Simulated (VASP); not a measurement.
Input of a VASP 6.6.1 run:

Contents of INCAR:

```
SYSTEM = Ru
PREC = Accurate
ENCUT = 520
EDIFF = 1E-7
ISMEAR = 0
SIGMA = 0.05
LREAL = .FALSE.
LASPH = .TRUE.
NELM = 150
ALGO = Normal
ISIF = 2
LWAVE = .FALSE.
LCHARG = .FALSE.
MAGMOM = 0 0 0
LORBIT = 11
LSORBIT = .TRUE.
GGA_COMPAT = .FALSE.
LORBMOM = .TRUE.
LMAXMIX = 4
GGA = PE
NBANDS = 25
```

File KPOINTS:

```
Automatic mesh
0
G
  18 18 18
  0 0 0
```

Contents of POSCAR:

```
Ru
1.0
    0.0000000000      1.9052726698      1.9052726698
    1.9052726698      0.0000000000      1.9052726698
    1.9052726698      1.9052726698      0.0000000000
Ru
1
Direct
    0.0000000000      0.0000000000      0.0000000000
```

Potentials or basis: VASP PAW PBE potentials, release 64 (Ru_pv).

Command:

```sh
$ cat potpaw_PBE.64/Ru_pv/POTCAR > POTCAR
$ mpirun -np 1 vasp_ncl > vasp.out
```

**Question.** Estimate the net moment.

**Answer.** 0.00 μB per cell.

**Question.** What does it give for the pressure?

**Answer.** 0.0 GPa.

Moments on the atoms (μB; x, y, z):
```
Ru  0.00 0.00 0.00
```
